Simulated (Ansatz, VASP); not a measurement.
**Two plane-wave programs on TaN**

File POSCAR:

```
TaN
1.0
    0.0000000000      2.1790013100      2.1790013100
    2.1790013100      0.0000000000      2.1790013100
    2.1790013100      2.1790013100      0.0000000000
Ta N
1 1
Direct
    0.5000000000      0.5000000000      0.5000000000
    0.0000000000      0.0000000000      0.0000000000
```

The input INCAR.step1:

```
SYSTEM = TaN
ALGO = Normal ; EDIFF = 1E-5
ENCUT = 770 ; GGA = PE
GGA_COMPAT = .FALSE. ; ISMEAR = 0
ISPIN = 2 ; LASPH = .TRUE.
LCHARG = .FALSE. ; LDAU = .TRUE.
LDAUJ = 0 0 ; LDAUL = 2 -1
LDAUTYPE = 2 ; LDAUU = 2 0
LMAXMIX = 4 ; LREAL = .FALSE.
LWAVE = .TRUE. ; MAGMOM = 2 0
NBANDS = 20 ; NELM = 200
PREC = Accurate ; SIGMA = 0.05
```

INCAR.step2

```
SYSTEM = TaN
ALGO = Normal ; EDIFF = 1E-6
ENCUT = 770 ; GGA_COMPAT = .FALSE.
ISIF = 2 ; ISMEAR = 0
ISPIN = 2 ; ISTART = 1
LASPH = .TRUE. ; LCHARG = .FALSE.
LDAU = .TRUE. ; LDAUJ = 0 0
LDAUL = 2 -1 ; LDAUPRINT = 1
LDAUTYPE = 2 ; LDAUU = 2 0
LMAXMIX = 4 ; LMIXTAU = .TRUE.
LORBIT = 11 ; LREAL = .FALSE.
LWAVE = .FALSE. ; MAGMOM = 2 0
METAGGA = R2SCAN ; NBANDS = 20
NELM = 200 ; PREC = Accurate
SIGMA = 0.05
```

KPOINTS

```
k-points
0
G
  7 7 7
  0 0 0
```

Input for Ansatz:

```yaml
crystal:
  lattice:
    - [0.0, 2.17900131, 2.17900131]
    - [2.17900131, 0.0, 2.17900131]
    - [2.17900131, 2.17900131, 0.0]
  atoms:
    - { symbol: Ta, position: [0.5, 0.5, 0.5], spin: 2.0 }
    - { symbol: "N", position: [0.0, 0.0, 0.0] }
basis:
  ecutwfc: 500
  ecutrho_ratio: 4
kpoints:
  mp_grid: { grid: [7, 7, 7] }
hamiltonian:
  xc: r2scan
  hubbard: { sites: [{ site: 0, l: d, u_eff: 2.0 }] }
scf:
  occupations: { method: gaussian, width: 0.05 }
  lower_state_search: "off"
  max_iter: 150
output:
  forces: true
  stress: true
  eigenvalues: true
  populations: true
  hubbard: { sites: [{ site: 0, l: d }] }
magnetization:
  spin_polarized: true
```

Alike in both runs: task single point; functional r2SCAN; k mesh 7 × 7 × 7; occupations gaussian, width 0.05 eV; collinear spin; Hubbard terms Ta d U = 2.0 eV.

|  | VASP | Ansatz |
| --- | --- | --- |
| version | VASP 6.6.1 | Ansatz 0.2.0 |
| potentials or method | VASP PAW PBE potentials, release 64 (Ta_sv_GW, N), cutoff 770 eV | scalar-relativistic, plane waves, PAW |
| valence electrons in the cell | 18 | 18 |

Ansatz gave:

```
gap on the k mesh at the Fermi level (eV)                     : none
pressure (GPa)                                                : 11.4
net moment per atom (μB)                                      : 0.07
size of the moment on the site where the two differ most (μB) : 0.07
```

Q: What did VASP give for the same quantities?

A: gap on the k mesh at the Fermi level (eV): none; pressure (GPa): 16.1; net moment per atom (μB): 0.00; size of the moment on the site where the two differ most (μB): 0.00.

VASP's potentials were made for PBE, not for r2SCAN. Site moments also hang on the region over which each program counts them. The programs project onto different local orbitals, so the same U acts differently, and such runs can settle in different states. A gap of «none» marks a metal or a gap that the smearing closes. Ansatz's warnings: filled band counts differ across k points, seeded moment not kept, stability check not made.

Spin-orbit coupling is off throughout.
